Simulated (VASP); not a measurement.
# In (Fd-3m) in VASP: notebook

Runs on In. Level: PBEsol. Tasks: single point.

All numbers are computed with VASP 6.6.1; they aren't measurements. Logs are shortened: lines on timing, memory, paths and dates and some standing lists are left out, and cuts for length are marked.

### 1 The cell of the first run

Symmetry: Fd-3m, No. 227, cubic system. The conventional cell has a = 6.560 Å, b = 6.560 Å, c = 6.560 Å, α = 90.00°, β = 90.00°, γ = 90.00°. Within 3.7 Å of In (site symmetry -43m) lie 4 In at 2.84 Å.

This isn't the form of In at room conditions, which is tetragonal.

### 2 Single point, PBEsol

Contents of INCAR:

```
SYSTEM = In
PREC = Accurate
ENCUT = 520
EDIFF = 1E-6
ISMEAR = -1
SIGMA = 0.1
LREAL = .False.
LASPH = .True.
NELM = 100
ALGO = Normal
ISIF = 2
LWAVE = .False.
LCHARG = .True.
GGA = PS
LELF = .True.
LVHAR = .True.
NBANDS = 20
```

Contents of KPOINTS:

```
Automatic mesh
0
Gamma
  8 8 8
  0 0 0
```

Contents of POSCAR:

```
In
1.0
    0.0000000000      3.2801942926      3.2801942926
    3.2801942926      0.0000000000      3.2801942926
    3.2801942926      3.2801942926      0.0000000000
In
2
Direct
    0.1250000000      0.1250000000      0.1250000000
    0.8750000000      0.8750000000      0.8750000000
```

Potentials or basis: VASP PAW PBE potentials, release 64 (In_d).

On the command line:

```sh
> cat potpaw_PBE.64/In_d/POTCAR > POTCAR
> mpirun -np 1 vasp_std > vasp.out
```

OUTCAR:

```text
SYSTEM = In
   PREC = Accurate
   ENCUT = 520
   EDIFF = 1E-6
   ISMEAR = -1
   LREAL = .False.
   LASPH = .True.
   NELM = 100
   ISIF = 2
   GGA = PS

 ion  position               nearest neighbor table
   1  0.125  0.125  0.125-   2 2.84   2 2.84   2 2.84   2 2.84
   2  0.875  0.875  0.875-   1 2.84   1 2.84   1 2.84   1 2.84

  LATTYP: Found a face centered cubic cell.
 ALAT       =     6.5603885852

  Lattice vectors:

 A1 = (   0.0000000000,   3.2801942926,   3.2801942926)
 A2 = (   3.2801942926,   0.0000000000,   3.2801942926)
 A3 = (   3.2801942926,   3.2801942926,   0.0000000000)

Analysis of symmetry for initial positions (statically):
=====================================================================
 Subroutine PRICEL returns:
 Original cell was already a primitive cell.

 Routine SETGRP: Setting up the symmetry group for a
 face centered cubic supercell.

 Subroutine GETGRP returns: Found 48 space group operations
 (whereof 12 operations were pure point group operations)
 out of a pool of 48 trial point group operations.

The static configuration has the point symmetry D_3d.
 The point group associated with its full space group is O_h .

Analysis of symmetry for dynamics (positions and initial velocities):
=====================================================================
 Subroutine PRICEL returns:
 Original cell was already a primitive cell.

 Routine SETGRP: Setting up the symmetry group for a
 face centered cubic supercell.

 Subroutine GETGRP returns: Found 48 space group operations
 (whereof 12 operations were pure point group operations)
 out of a pool of 48 trial point group operations.

The dynamic configuration has the point symmetry D_3d.
 The point group associated with its full space group is O_h .

 Subroutine INISYM returns: Found 48 space group operations
 (whereof 12 operations are pure point group operations),
 and found     1 'primitive' translations

----------------------------------------------------------------------------------------

                                     Primitive cell

  volume of cell :      70.5876

  direct lattice vectors                    reciprocal lattice vectors
     0.000000000  3.280194293  3.280194293    -0.152429995  0.152429995  0.152429995
     3.280194293  0.000000000  3.280194293     0.152429995 -0.152429995  0.152429995
     3.280194293  3.280194293  0.000000000     0.152429995  0.152429995 -0.152429995

  length of vectors
     4.638895256  4.638895256  4.638895256     0.264016496  0.264016496  0.264016496

  position of ions in fractional coordinates (direct lattice)
     0.125000000  0.125000000  0.125000000
     0.875000000  0.875000000  0.875000000

  ion indices of the primitive-cell ions
   primitive index   ion index
                 1           1
                 2           2

----------------------------------------------------------------------------------------

 KPOINTS: Automatic mesh

Automatic generation of k-mesh.
 Grid dimensions read from file:
 generate k-points for:    8    8    8

 Generating k-lattice:

  Cartesian coordinates                     Fractional coordinates (reciprocal lattice)
    -0.019053749  0.019053749  0.019053749     0.125000000  0.000000000  0.000000000
     0.019053749 -0.019053749  0.019053749     0.000000000  0.125000000  0.000000000
     0.019053749  0.019053749 -0.019053749     0.000000000  0.000000000  0.125000000

  Length of vectors
     0.033002062  0.033002062  0.033002062

  Shift w.r.t. Gamma in fractional coordinates (k-lattice)
     0.000000000  0.000000000  0.000000000

 Subroutine IBZKPT returns following result:
 ===========================================

 Found     29 irreducible k-points:

 Following reciprocal coordinates:
            Coordinates               Weight
  0.000000  0.000000  0.000000      1.000000
  0.125000  0.000000  0.000000      8.000000
  0.250000  0.000000  0.000000      8.000000
  0.375000  0.000000  0.000000      8.000000
  0.500000  0.000000  0.000000      4.000000
  0.125000  0.125000  0.000000      6.000000
[... 16 lines left out ...]
  0.500000  0.250000  0.125000     48.000000
 -0.375000  0.250000  0.125000     24.000000
 [... further k-points ...]
   k-points           NKPTS =     29   k-points in BZ     NKDIM =     29   number of bands    NBANDS=     20
   number of dos      NEDOS =    301   number of ions     NIONS =      2
   total plane-waves  NPLWV =  46656
   dimension x,y,z NGX =    36 NGY =   36 NGZ =   36
   dimension x,y,z NGXF=    72 NGYF=   72 NGZF=   72
   ions per type =               2
   NGX,Y,Z   is equivalent  to a cutoff of  12.90, 12.90, 12.90 a.u.
   NGXF,Y,Z  is equivalent  to a cutoff of  25.80, 25.80, 25.80 a.u.
 SYSTEM =  In
   PREC   = accura    normal or accurate (medium, high low for compatibility)
   ISTART =      0    job   : 0-new  1-cont  2-samecut
   ICHARG =      2    charge: 1-file 2-atom 10-const
   ISPIN  =      1    spin polarized calculation?
   LNONCOLLINEAR =      F non collinear calculations
   LSORBIT =      F    spin-orbit coupling
   LASPH  =      T    aspherical Exc in radial PAW
   ENCUT  =  520.0 eV  38.22 Ry    6.18 a.u.   8.63  8.63  8.63*2*pi/ulx,y,z
   NELM   =    100;   NELMIN=  2; NELMDL= -5     # of ELM steps
   EDIFF  = 0.1E-05   stopping-criterion for ELM
   LREAL  =      F    real-space projection
   EDIFFG = 0.1E-04   stopping-criterion for IOM
   NSW    =      0    number of steps for IOM
   IBRION =     -1    ionic relax: 0-MD 1-quasi-New 2-CG
   NFREE  =      0    steps in history (QN), initial steepest desc. (CG)
   ISIF   =      2    stress and relaxation
   ISYM   =      2    0-nonsym 1-usesym 2-fastsym
   POTIM  = 0.5000    time-step for ionic-motion
   TEBEG  =    0.0;   TEEND  =   0.0 temperature during run
   PSTRESS=    0.0 pullay stress
   NELECT =      26.0000    total number of electrons
   NUPDOWN=      -1.0000    fix difference up-down
   EMIN   =  10.00;   EMAX   =-10.00  energy-range for DOS
   EFERMI =   0.00;   METHOD = LEGACY
   ISMEAR =    -1;   SIGMA  =   0.10  broadening in eV -4-tet -1-fermi 0-gaus
   EFERMI_NEDOS =   21; number of points for ismear=-14 and -15
   IALGO  =     38    algorithm
   IMIX   =      4    mixing-type and parameters
     AMIX     =   0.40;   BMIX     =  1.00
     AMIX_MAG =   1.60;   BMIX_MAG =  1.00
  volume/ion in A,a.u.               =      35.29       238.17
  Fermi-wavevector in a.u.,A,eV,Ry     =   1.173518  2.217627 18.737185  1.377144
  Thomas-Fermi vector in A             =   2.309930
   LORBIT       =      0    0 simple, 1 ext, 2 COOP (PROOUT), +10 PAW based schemes
   GGA     = PS    functional components
   LHFCALC =     F    Hartree Fock is set to
   AEXX    =    0.0000 exact exchange contribution
   IVDW    =     0    specifies the selected vdW correction
   LEPSILON=     F    determine dielectric tensor
   LRPA    =     F    only Hartree local field effects (RPA)
 non-spin polarized calculation
  energy-cutoff  :      520.00
  volume of cell :       70.59
 maximum number of plane-waves:      1924
 NGX is ok and might be reduce to    36
   NGX = 17   NGY = 17   NGZ = 17

 number of electron      26.0000000 magnetization

 Free energy of the ion-electron system (eV)
  ---------------------------------------------------
  ext. energy  EPLUGINS =         0.00000000
  ---------------------------------------------------
  free energy    TOTEN  =        -5.19274088 eV

  energy without entropy =       -5.14118008  energy(sigma->0) =       -5.16696048

 E-fermi :   4.0032     XC(G=0):  -8.7844

 val. band max:        3.9638439589   @ k =  -0.3750   0.3750   0.0000
 cond. band min:       4.0200079035   @ k =   0.5000   0.1250   0.0000
 fundamental gap:      0.0561639446
 Fermi energy:         4.0032454597

 k-point     1 :       0.0000    0.0000    0.0000
  band No.  band energies     occupation
      1     -10.5830      2.00000
      2     -10.5830      2.00000
      3     -10.5830      2.00000
      4     -10.5109      2.00000
      5     -10.5109      2.00000
      6     -10.0457      2.00000
[... 12 lines left out ...]
     19      10.1014      0.00000
     20      13.2372      0.00000

 k-point     2 :       0.1250    0.0000    0.0000
  band No.  band energies     occupation
      1     -10.6016      2.00000
      2     -10.6016      2.00000
      3     -10.5786      2.00000
      4     -10.4841      2.00000
      5     -10.4841      2.00000
      6     -10.0645      2.00000
[... 12 lines left out ...]
     19      11.0217      0.00000
     20      12.3943      0.00000

 k-point     3 :       0.2500    0.0000    0.0000
  band No.  band energies     occupation
      1     -10.6228      2.00000
      2     -10.6228      2.00000
      3     -10.5681      2.00000
      4     -10.4458      2.00000
      5     -10.4458      2.00000
      6     -10.0900      2.00000
[... 12 lines left out ...]
     19      11.2433      0.00000
     20      12.2544      0.00000

 k-point     4 :       0.3750    0.0000    0.0000
  band No.  band energies     occupation
      1     -10.6319      2.00000
      2     -10.6319      2.00000
      3     -10.5574      2.00000
      4     -10.4246      2.00000
      5     -10.4246      2.00000
      6     -10.1011      2.00000
[... 12 lines left out ...]
     19      12.5184      0.00000
     20      13.2039      0.00000

 k-point     5 :       0.5000    0.0000    0.0000
  band No.  band energies     occupation
      1     -10.6336      2.00000
      2     -10.6336      2.00000
      3     -10.5529      2.00000
      4     -10.4197      2.00000
      5     -10.4197      2.00000
      6     -10.1028      2.00000
[... 12 lines left out ...]
     19      14.0907      0.00000
     20      14.2790      0.00000
[... 353 lines left out ...]
      6     -10.2451      2.00000
[... 12 lines left out ...]
     19      15.3252      0.00000
     20      15.3253      0.00000

 k-point    22 :       0.3750    0.2500    0.1250
  band No.  band energies     occupation
      1     -10.6467      2.00000
      2     -10.6375      2.00000
      3     -10.5534      2.00000
      4     -10.4292      2.00000
      5     -10.3633      2.00000
      6     -10.2183      2.00000
[... 12 lines left out ...]
     19      12.3419      0.00000
     20      13.3463      0.00000

 k-point    23 :       0.5000    0.2500    0.1250
  band No.  band energies     occupation
      1     -10.6699      2.00000
      2     -10.6527      2.00000
      3     -10.5087      2.00000
      4     -10.3968      2.00000
      5     -10.3355      2.00000
      6     -10.2363      2.00000
[... 12 lines left out ...]
     19      13.1465      0.00000
     20      13.3837      0.00000

 k-point    24 :      -0.3750    0.2500    0.1250
  band No.  band energies     occupation
      1     -10.6810      2.00000
      2     -10.6551      2.00000
      3     -10.4886      2.00000
      4     -10.3730      2.00000
      5     -10.3396      2.00000
      6     -10.2254      2.00000
[... 12 lines left out ...]
     19      12.0857      0.00000
     20      13.6130      0.00000

 [... further k-points ...]

------------------------ aborting loop because EDIFF is reached ----------------------------------------

  FORCE on cell =-STRESS in cart. coord.  units (eV):
  Direction    XX          YY          ZZ          XY          YZ          ZX
  --------------------------------------------------------------------------------------
  -------------------------------------------------------------------------------------
  Total        0.0018615      0.0018615      0.0018615     -0.0000000     -0.0000000      0.0000000
  in kB        0.0422517      0.0422517      0.0422517     -0.0000000     -0.0000000      0.0000000
  external PRESSURE =       0.0422517 kB  Pullay stress =       0.0000000 kB

 VOLUME and BASIS-vectors are now :
 -----------------------------------------------------------------------------
  energy-cutoff  :      520.00
  volume of cell :       70.59
      direct lattice vectors                 reciprocal lattice vectors
     0.000000000  3.280194293  3.280194293    -0.152429995  0.152429995  0.152429995
     3.280194293  0.000000000  3.280194293     0.152429995 -0.152429995  0.152429995
     3.280194293  3.280194293  0.000000000     0.152429995  0.152429995 -0.152429995

 POSITION                                       TOTAL-FORCE (eV/Angst)
 -----------------------------------------------------------------------------------
      0.82005      0.82005      0.82005        -0.000000     -0.000000     -0.000000
      5.74034      5.74034      5.74034         0.000000      0.000000      0.000000
 -----------------------------------------------------------------------------------
    total drift:                                0.000000      0.000000      0.000000

  FREE ENERGIE OF THE ION-ELECTRON SYSTEM (eV)
  ---------------------------------------------------
  free  energy   TOTEN  =        -5.1927408765 eV

  energy  without entropy=       -5.1411800827  energy(sigma->0) =       -5.16696048
```

Wall time 43 s (1 thread of Intel Xeon 8259CL, shared host); peak memory 0.21 GiB.

What came out:

```
Free energy            : -5.1927 eV
Pressure               : 0.0 GPa
Band gap on the k mesh : zero (bands 13 and 14 overlap by 3.66 eV)
```

Levels at points of the mesh, in eV from the Fermi level:
```
           k point  band 9  band 10  band 11  band 12  band 13  band 14  band 15  band 16  band 17  band 18
(0.00, 0.00, 0.00)  -13.99   -13.99    -8.17     2.47     2.47     2.47     2.57     4.14     4.14     4.14
(0.50, 0.00, 0.00)  -13.95   -13.95    -6.35    -4.02     1.10     1.10     2.38     5.05     5.05     6.51
(0.50, 0.50, 0.00)  -13.91   -13.91    -4.89    -4.89    -0.44    -0.44     2.50     2.50    10.03    10.03
```

Caveat: the PAW data sets were made with another functional, which shifts forces and pressure a little; spin-orbit coupling is left out, which moves the levels of the heavy elements.

### 3 Single point, PBEsol (31.06 Å³/atom)

This run uses another cell than the first one, of 31.06 Å³/atom.

Contents of INCAR:

```
ALGO     = Normal         # electronic algorithm
EDIFF    = 1E-6           # SCF threshold, eV
ENCUT    = 520            # plane-wave cutoff, eV
GGA      = PS             # functional
ISIF     = 2              # what is computed and relaxed
ISMEAR   = -1             # smearing method
LASPH    = T              # aspherical terms in the spheres
LCHARG   = F              # write CHGCAR
LREAL    = F              # projectors in reciprocal space
LWAVE    = F              # write WAVECAR
NBANDS   = 20             # bands
NELM     = 80             # most SCF steps
PREC     = Accurate       # precision mode
SIGMA    = 0.1            # smearing width, eV
```

Contents of KPOINTS:

```
k-points
0
Gamma
  9 9 9
```

Contents of POSCAR:

```
In
1.0
    0.0000000000      3.1433576137      3.1433576137
    3.1433576137      0.0000000000      3.1433576137
    3.1433576137      3.1433576137      0.0000000000
In
2
Direct
    0.1250000000      0.1250000000      0.1250000000
    0.8750000000      0.8750000000      0.8750000000
```

Potentials or basis: VASP PAW PBE potentials, release 64 (In_d).

On the command line:

```sh
> cat potpaw_PBE.64/In_d/POTCAR > POTCAR
> mpirun -np 1 vasp_std > vasp.out
```

Run time: 50 s. Hardware: 1 thread of Intel Xeon 8259CL, shared host; peak memory 0.21 GiB.

It converged, with:

* Free energy: -5.0710 eV
* Pressure: 5.0 GPa
* Band gap on the k mesh: zero (bands 13 and 14 overlap by 3.88 eV)

Levels at points of the mesh, in eV from the Fermi level:
| k point | band 10 | band 11 | band 12 | band 13 | band 14 | band 15 | band 16 | band 17 |
| --- | --- | --- | --- | --- | --- | --- | --- | --- |
| (0.00, 0.00, 0.00) | -13.98 | -8.82 | 2.85 | 2.85 | 2.85 | 3.71 | 4.47 | 4.47 |

Caveat: the cell stands under pressure; the PAW data sets were made with another functional, which shifts forces and pressure a little; spin-orbit coupling is left out, which moves the levels of the heavy elements.
